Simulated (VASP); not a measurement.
A run of VASP 6.6.1 is set up as follows.

The input POSCAR:

```
KMgF3
1.0
    4.0060000000      0.0000000000      0.0000000000
    0.0000000000      4.0060000000      0.0000000000
    0.0000000000      0.0000000000      4.0060000000
K Mg F
1 1 3
Direct
    0.5000000000      0.5000000000      0.5000000000
    0.0000000000      0.0000000000      0.0000000000
    0.5000000000      0.0000000000      0.0000000000
    0.0000000000      0.5000000000      0.0000000000
    0.0000000000      0.0000000000      0.5000000000
```

File INCAR.step1:

```
  PREC = Accurate
  ENCUT = 600
  ISMEAR = 0
  SIGMA = 0.01
  LREAL = F
  LASPH = T
  NELM = 100
  GGA = PE
  ALGO = Normal
  EDIFF = 1E-4
  LWAVE = T
  LCHARG = F
```

The input INCAR.step2:

```
  PREC = Accurate
  ENCUT = 600
  EDIFF = 1E-7
  ISMEAR = 0
  SIGMA = 0.01
  LREAL = F
  LASPH = T
  NELM = 100
  ALGO = Normal
  ISIF = 3
  LWAVE = F
  LCHARG = F
  METAGGA = R2SCAN
  LMIXTAU = T
  IBRION = 2
  NSW = 80
  EDIFFG = -0.002
  ISTART = 1
```

KPOINTS

```
Automatic mesh
0
Gamma
  6 6 6
```

Potentials or basis: VASP PAW PBE potentials, release 64 (K_sv, Mg, F).

Command:

```sh
$ cat potpaw_PBE.64/K_sv/POTCAR potpaw_PBE.64/Mg/POTCAR potpaw_PBE.64/F/POTCAR > POTCAR
$ cp INCAR.step1 INCAR
$ mpirun -np 1 vasp_std > vasp.out
$ cp INCAR.step2 INCAR
$ mpirun -np 1 vasp_std > vasp.out
```

Predict the relaxed volume.

12.50 Å³/atom.

What does it give for the band gap on the k mesh?

8.36 eV (least direct gap 8.68 eV).

Final structure:
```
CELL_PARAMETERS angstrom
3.96839 0.00000 0.00000
0.00000 3.96839 0.00000
0.00000 0.00000 3.96839
ATOMIC_POSITIONS crystal
K 0.50000 0.50000 0.50000
Mg 0.00000 0.00000 0.00000
F 0.50000 0.00000 0.00000
F 0.00000 0.50000 0.00000
F 0.00000 0.00000 0.50000
```

Caveat: the PAW data sets were made with another functional, which shifts forces and pressure a little. A k mesh can miss the band edges.
